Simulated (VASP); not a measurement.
Runs of VASP 6.6.1 on WSe. The structure is that of space group P6_3/mmc (No. 194), or close to it. The cells are those of the table. 

```tsv
spin	cell	gap on the mesh (eV)	pressure (GPa)
off	a = 3.776, b = 3.776, c = 6.281 Å, angles 90.0, 90.0, 120.0°, 4 atoms	none	-3.2
collinear	a = 4.068, b = 4.068, c = 6.766 Å, angles 90.0, 90.0, 120.0°, 4 atoms	none	-2.6
off	a = 4.068, b = 4.068, c = 6.766 Å, angles 90.0, 90.0, 120.0°, 4 atoms	none	-13.5
off	a = 3.809, b = 3.809, c = 6.579 Å, angles 90.0, 90.0, 120.0°, 4 atoms	none	(a)
```

Alike in all rows: task single point; level PBE+U; potentials or basis VASP PAW PBE potentials, release 64 (W_sv, Se); W d U = 6.2 eV; k mesh 12 × 12 × 6; cutoff (eV) 520; smearing gaussian 0.1 eV.

Task: Estimate the missing entries.

Result: (a) -8.6.

Caveats: spin-orbit coupling is left out, which moves the levels of the heavy elements; the cell stands under tension (at least some runs); U without spin polarisation on a metal has little footing (at least some runs).

A k mesh can miss the band edges, and the runs leave out spin-orbit coupling on Se, W.

A gap of «none» marks levels without a gap at the run's occupations.
